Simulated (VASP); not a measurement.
A run of VASP 6.6.1:

File INCAR:

```
  PREC = Accurate
  ENCUT = 520
  EDIFF = 1E-6
  ISMEAR = 0
  SIGMA = 0.05
  LREAL = False
  LASPH = True
  NELM = 150
  ALGO = Normal
  ISIF = 2
  LWAVE = False
  LCHARG = False
  ISPIN = 2
  MAGMOM = 0.2 0.2
  LORBIT = 11
  GGA = PE
  IVDW = 12
  NBANDS = 21
```

The input KPOINTS:

```
Automatic mesh
0
Gamma
  10 10 10
```

The input POSCAR:

```
SnSe
1.0
    0.0000000000      2.9887688397      2.9887688397
    2.9887688397      0.0000000000      2.9887688397
    2.9887688397      2.9887688397      0.0000000000
Sn Se
1 1
Direct
    0.0000000000      0.0000000000      0.0000000000
    0.4623590829      0.4623590829      0.5376409171
```

Potentials or basis: VASP PAW PBE potentials, release 64 (Sn_d, Se).

The run is started by

```bash
$ cat potpaw_PBE.64/Sn_d/POTCAR potpaw_PBE.64/Se/POTCAR > POTCAR
$ mpirun -np 1 vasp_std > vasp.out
```

Hardware: 1 thread of Intel(R) Xeon(R) 6975P-C (Granite Rapids), on a shared host.

Question: How long does it take, and how much memory?

Answer: Run time: 65 s on 1 thread of Intel(R) Xeon(R) 6975P-C (Granite Rapids) (shared host), peak memory 0.33 GiB. Counts: scf iterations 13, k points 102.
